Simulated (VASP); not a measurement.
# InSe in VASP: relaxation of the atoms with PBE+D3(BJ)

Aim: the relaxation of the atoms of InSe with PBE+D3(BJ).

All numbers are computed with VASP 6.6.1; they aren't measurements. Logs are shortened: lines on timing, memory, paths and dates and some standing lists are left out, and cuts for length are marked.

## Step 1: The cell of the first run

The cell holds a slab with vacuum, 8 atoms: a = 4.047 Å, b = 4.047 Å, c = 34.334 Å, α = 90.00°, β = 90.00°, γ = 120.00°.

## Step 2: Relaxation of the atoms, PBE+D3(BJ)

Contents of INCAR:

```
PREC = Accurate
ENCUT = 520
EDIFF = 1E-6
ISMEAR = 0
SIGMA = 0.05
LREAL = False
LASPH = True
NELM = 60
ALGO = Normal
ISIF = 2
LWAVE = False
LCHARG = False
LDIPOL = True
IDIPOL = 3
DIPOL = 0.5 0.5 0.500
GGA = PE
IVDW = 12
IBRION = 2
NSW = 60
EDIFFG = -0.04
KPAR = 4
```

Contents of KPOINTS:

```
regular mesh
0
Gamma
  9 9 1
```

Contents of POSCAR:

```
InSe
1.0
    4.0473293200      0.0000000000      0.0000000000
   -2.0236646600      3.5050900000      0.0000000000
    0.0000000000      0.0000000000     34.3336220492
Se In
4 4
Direct
    0.3333333300      0.6666666600      0.2912596867
    0.3333333300      0.6666666600      0.4458566814
    0.6666666700      0.3333333400      0.5541599311
    0.6666666700      0.3333333400      0.7087403133
    0.0000000000      0.0000000000      0.3278658294
    0.0000000000      0.0000000000      0.4092505292
    0.3333333300      0.6666666600      0.5907594439
    0.3333333300      0.6666666600      0.6721407911
```

Potentials or basis: VASP PAW PBE potentials, release 64 (Se, In_d).

The run is started by

```bash
cat potpaw_PBE.64/Se/POTCAR potpaw_PBE.64/In_d/POTCAR > POTCAR
mpirun -np 4 vasp_std > vasp.out
```

OUTCAR:

```text
PREC = Accurate
   ENCUT = 520
   EDIFF = 1E-6
   ISMEAR = 0
   LREAL = False
   LASPH = True
   NELM = 60
   ISIF = 2
   GGA = PE
   IVDW = 12
   IBRION = 2
   NSW = 60
   EDIFFG = -0.04
 IVDW          = 12

 ion  position               nearest neighbor table
   1  0.333  0.667  0.291-   5 2.65   5 2.65   5 2.65
   2  0.333  0.667  0.446-   6 2.65   6 2.65   6 2.65
   3  0.667  0.333  0.554-   7 2.65   7 2.65   7 2.65
   4  0.667  0.333  0.709-   8 2.65   8 2.65   8 2.65
   5  0.000  0.000  0.328-   1 2.65   1 2.65   1 2.65   6 2.79
   6  0.000  0.000  0.409-   2 2.65   2 2.65   2 2.65   5 2.79
   7  0.333  0.667  0.591-   3 2.65   3 2.65   3 2.65   8 2.79
   8  0.333  0.667  0.672-   4 2.65   4 2.65   4 2.65   7 2.79

  LATTYP: Found a hexagonal cell.
 ALAT       =     4.0473293200
 C/A-ratio  =     8.4830314844

  Lattice vectors:

 A1 = (   4.0473293200,   0.0000000000,   0.0000000000)
 A2 = (  -2.0236646600,   3.5050900000,   0.0000000000)
 A3 = (   0.0000000000,   0.0000000000,  34.3336220492)

Analysis of symmetry for initial positions (statically):
=====================================================================
 Subroutine PRICEL returns:
 Original cell was already a primitive cell.

 Routine SETGRP: Setting up the symmetry group for a
 hexagonal supercell.

 Subroutine GETGRP returns: Found  6 space group operations
 (whereof  6 operations were pure point group operations)
 out of a pool of 24 trial point group operations.

The static configuration has the point symmetry C_3v.

Analysis of symmetry for dynamics (positions and initial velocities):
=====================================================================
 Subroutine PRICEL returns:
 Original cell was already a primitive cell.

 Routine SETGRP: Setting up the symmetry group for a
 hexagonal supercell.

 Subroutine GETGRP returns: Found  6 space group operations
 (whereof  6 operations were pure point group operations)
 out of a pool of 24 trial point group operations.

The dynamic configuration has the point symmetry C_3v.

 Subroutine INISYM returns: Found  6 space group operations
 (whereof  6 operations are pure point group operations),
 and found     1 'primitive' translations

----------------------------------------------------------------------------------------

                                     Primitive cell

[... 116 lines left out ...]
   AEXX    =    0.0000 exact exchange contribution
   IVDW    =    12    specifies the selected vdW correction
   LEPSILON=     F    determine dielectric tensor
   LRPA    =     F    only Hartree local field effects (RPA)
 conjugate gradient relaxation of ions
 non-spin polarized calculation
 Gauss-broadening in eV      SIGMA  =   0.05
  energy-cutoff  :      520.00
  volume of cell :      487.07
 maximum number of plane-waves:     13203
 NGX is ok and might be reduce to    30
   NGX = 15   NGY = 15   NGZ =127

--------------------------------------- Ionic step        1  -------------------------------------------

 number of electron      76.0000010 magnetization

 Free energy of the ion-electron system (eV)
  ---------------------------------------------------
  ext. energy  EPLUGINS =         0.00000000
  ---------------------------------------------------
  free energy    TOTEN  =       -28.40596706 eV

  energy without entropy =      -28.40596706  energy(sigma->0) =      -28.40596706

------------------------ aborting loop because EDIFF is reached ----------------------------------------

 Edisp (eV)   -1.95906

 E8    (eV) :    -0.9199
[... 123 lines left out ...]
  FREE ENERGIE OF THE ION-ELECTRON SYSTEM (eV)
  ---------------------------------------------------
  free  energy   TOTEN  =       -30.3750735058 eV

  energy  without entropy=      -30.3750735058  energy(sigma->0) =      -30.37507351

[... ionic steps 4 to 16 ...]

--------------------------------------- Ionic step       17  -------------------------------------------

 number of electron      76.0000012 magnetization

------------------------ aborting loop because EDIFF is reached ----------------------------------------
[... 35 lines left out ...]
  FREE ENERGIE OF THE ION-ELECTRON SYSTEM (eV)
  ---------------------------------------------------
  free  energy   TOTEN  =       -30.4321534985 eV

  energy  without entropy=      -30.4321534985  energy(sigma->0) =      -30.43215350

 dipolmoment           0.000000      0.000000      0.000394 electrons x Angstroem

--------------------------------------- Ionic step       18  -------------------------------------------

 number of electron      76.0000013 magnetization

------------------------ aborting loop because EDIFF is reached ----------------------------------------
[... 41 lines left out ...]
--------------------------------------- Ionic step       19  -------------------------------------------

 number of electron      76.0000016 magnetization

 dipolmoment           0.000000      0.000000     -0.000098 electrons x Angstroem

 Free energy of the ion-electron system (eV)
  ---------------------------------------------------
  ext. energy  EPLUGINS =         0.00000000
  ---------------------------------------------------
  free energy    TOTEN  =       -28.37509985 eV

  energy without entropy =      -28.37509985  energy(sigma->0) =      -28.37509985

 E-fermi :  -0.8850     XC(G=0):  -4.5999

 val. band max:       -1.1368246380   @ k =   0.1111   0.0000   0.0000
 cond. band min:      -0.1669375749   @ k =   0.0000   0.0000   0.0000
 fundamental gap:      0.9698870631
 Fermi energy:        -0.8850423644

 k-point     1 :       0.0000    0.0000    0.0000
  band No.  band energies     occupation
      1     -15.5339      2.00000
      2     -15.5295      2.00000
      3     -15.3542      2.00000
      4     -15.3542      2.00000
      5     -15.3497      2.00000
      6     -15.3497      2.00000
[... 565 lines left out ...]
     44       2.5635      0.00000
     45       3.5362      0.00000

------------------------ aborting loop because EDIFF is reached ----------------------------------------

 vacuum level on the upper side and lower side of the slab       (xc-potential included)        -0.038        -0.036

 Edisp (eV)   -2.06262

 E8    (eV) :    -0.9689

  FORCE on cell =-STRESS in cart. coord.  units (eV):
  Direction    XX          YY          ZZ          XY          YZ          ZX
  --------------------------------------------------------------------------------------
  -------------------------------------------------------------------------------------
  Total      -0.48448    -0.48448    -0.26820     0.00000    -0.00000     0.00000
  in kB      -1.59367    -1.59367    -0.88222     0.00000    -0.00000     0.00000
  external pressure =       -1.36 kB  Pullay stress =        0.00 kB
[... 23 lines left out ...]
  FREE ENERGIE OF THE ION-ELECTRON SYSTEM (eV)
  ---------------------------------------------------
  free  energy   TOTEN  =       -30.4377196200 eV

  energy  without entropy=      -30.4377196200  energy(sigma->0) =      -30.43771962

 reached required accuracy - stopping structural energy minimisation

 vacuum level on the upper side and lower side of the slab         4.481         4.483
```

OSZICAR:

```text
N       E                     dE             d eps       ncg     rms          rms(c)
DAV:   1     0.697750423757E+03    0.69775E+03   -0.32402E+04  1152   0.152E+03
DAV:   2     0.608013976445E+02   -0.63695E+03   -0.62564E+03  1218   0.374E+02
DAV:   3    -0.249502518753E+02   -0.85752E+02   -0.84606E+02  1339   0.172E+02
[... 175 lines left out ...]
DAV:   1    -0.283705487256E+02    0.15194E-02   -0.12705E+00  1090   0.483E+00    0.363E-01
DAV:   2    -0.283750974261E+02   -0.45487E-02   -0.48993E-02  1443   0.141E+00    0.109E-01
DAV:   3    -0.283750973842E+02    0.41822E-07   -0.11365E-03  1459   0.248E-01    0.103E-01
DAV:   4    -0.283751024302E+02   -0.50460E-05   -0.22564E-04  1250   0.106E-01    0.694E-02
DAV:   5    -0.283751003641E+02    0.20661E-05   -0.19993E-05  1571   0.559E-02    0.435E-02
DAV:   6    -0.283750998475E+02    0.51664E-06   -0.66125E-06  1100   0.393E-02
  19 F= -.30437720E+02 E0= -.30437720E+02  d E =-.556612E-02
```

CONTCAR:

```text
InSe
   1.00000000000000
     4.0473293200000002    0.0000000000000000    0.0000000000000000
    -2.0236646600000001    3.5050900000000000    0.0000000000000000
     0.0000000000000000    0.0000000000000000   34.3336220492000024
  Se              In
     4     4
Direct
     0.3333333300000021    0.6666666599999971    0.3007321109491120
     0.3333333300000021    0.6666666599999971    0.4572025859128602
     0.6666666699999979    0.3333333400000029    0.5427893131609594
     0.6666666699999979    0.3333333400000029    0.6992795185228501
     0.0000000000000000    0.0000000000000000    0.3382823949144395
     0.0000000000000000    0.0000000000000000    0.4199060091972232
     0.3333333300000021    0.6666666599999971    0.5801136500544488
     0.3333333300000021    0.6666666599999971    0.6617276233881060

  0.00000000E+00  0.00000000E+00  0.00000000E+00
  0.00000000E+00  0.00000000E+00  0.00000000E+00
  0.00000000E+00  0.00000000E+00  0.00000000E+00
  0.00000000E+00  0.00000000E+00  0.00000000E+00
  0.00000000E+00  0.00000000E+00  0.00000000E+00
  0.00000000E+00  0.00000000E+00  0.00000000E+00
  0.00000000E+00  0.00000000E+00  0.00000000E+00
  0.00000000E+00  0.00000000E+00  0.00000000E+00
```

Wall time 20 min (4 MPI ranks of Intel Xeon Platinum 8259CL at 2.50GHz (Skylake/Cascade Lake), shared host); peak memory 0.71 GiB.

Results:

- Free energy: -30.4377 eV
- Energy gained by relaxing: 9.1 meV/atom
- Ionic steps: 19
- Largest force after relaxing: 0.034 eV/Å
- Band gap on the k mesh: 0.97 eV (least direct gap 1.04 eV)
- Dispersion energy per atom: -0.258 eV

Forces on the atoms (eV/Å):
```
Se   0.000  0.000  0.024
Se   0.000  0.000 -0.008
Se   0.000  0.000  0.003
Se   0.000  0.000 -0.025
In   0.000  0.000  0.011
In   0.000  0.000 -0.031
In   0.000  0.000  0.034
In   0.000  0.000 -0.008
```

The path:
| step | energy change (eV) | largest force (eV/Å) | pressure (GPa) |
| --- | --- | --- | --- |
| 1 | 0.0000 | 0.2618 | 0.08 |
| 2 | -0.0093 | 0.1409 | -0.06 |
| 3 | -0.0100 | 0.1340 | -0.11 |
| 4 | -0.0132 | 0.1088 | -0.17 |
| 5 | -0.0183 | 0.0485 | -0.30 |
| 6 | -0.0185 | 0.0426 | -0.33 |
| 7 | -0.0192 | 0.0408 | -0.33 |
| 8 | -0.0209 | 0.0667 | -0.33 |
| 9 | -0.0221 | 0.1305 | -0.31 |
| 10 | -0.0223 | 0.1310 | -0.31 |
| 11 | -0.0228 | 0.1307 | -0.31 |
| 12 | -0.0239 | 0.1295 | -0.31 |
| 13 | -0.0259 | 0.1275 | -0.30 |
| 14 | -0.0300 | 0.1275 | -0.31 |
| 15 | -0.0377 | 0.1359 | -0.31 |
| 16 | -0.0516 | 0.1527 | -0.30 |
| 17 | -0.0671 | 0.2197 | -0.26 |
| 18 | -0.0724 | 0.0633 | -0.12 |
| 19 | -0.0727 | 0.0336 | -0.14 |

Final structure:
```cif
data_structure
_symmetry_space_group_name_H-M 'P 1'
_symmetry_Int_Tables_number 1
_cell_length_a 4.0473
_cell_length_b 4.0473
_cell_length_c 34.3336
_cell_angle_alpha 90.000
_cell_angle_beta 90.000
_cell_angle_gamma 120.000
_cell_volume 487.07
loop_
_atom_site_label
_atom_site_type_symbol
_atom_site_fract_x
_atom_site_fract_y
_atom_site_fract_z
_atom_site_occupancy
Se1 Se 0.33333 0.66667 0.30073 1
Se2 Se 0.33333 0.66667 0.45720 1
Se3 Se 0.66667 0.33333 0.54279 1
Se4 Se 0.66667 0.33333 0.69928 1
In1 In 0.00000 0.00000 0.33828 1
In2 In 0.00000 0.00000 0.41991 1
In3 In 0.33333 0.66667 0.58011 1
In4 In 0.33333 0.66667 0.66173 1
```

Caveat: spin-orbit coupling is left out, which moves the levels of the heavy elements.
